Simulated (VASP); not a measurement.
Runs of VASP 6.6.1 on TiAl. The structure is that of space group Pm-3m (No. 221), or close to it. The cells are those of the table. 

```csv
cell,gap on the mesh (eV),pressure (GPa)
"a = 3.084, b = 3.084, c = 2.917 Å, 2 atoms",none,14.6
"a = 2.994 Å, 2 atoms",none,20.9
"a = 3.275, b = 3.275, c = 3.098 Å, 2 atoms",none,-8.8
"a = 3.060 Å, 2 atoms",none,(b)
"a = 2.939, b = 2.939, c = 3.107 Å, 2 atoms",none,(a)
```

Alike in all rows: task single point; level LDA; potentials or basis VASP PAW LDA potentials, release 64 (Ti_sv, Al); no spin polarisation; k mesh 16 × 16 × 16; cutoff (eV) 520; smearing gaussian 0.15 eV.

**Question.** Estimate the missing entries.

**Answer.** (a) 21.0; (b) 9.0.

Caveats: the cell stands under pressure (at least some runs); the cell stands under tension (at least some runs).

A gap of «none» marks levels without a gap at the run's occupations.
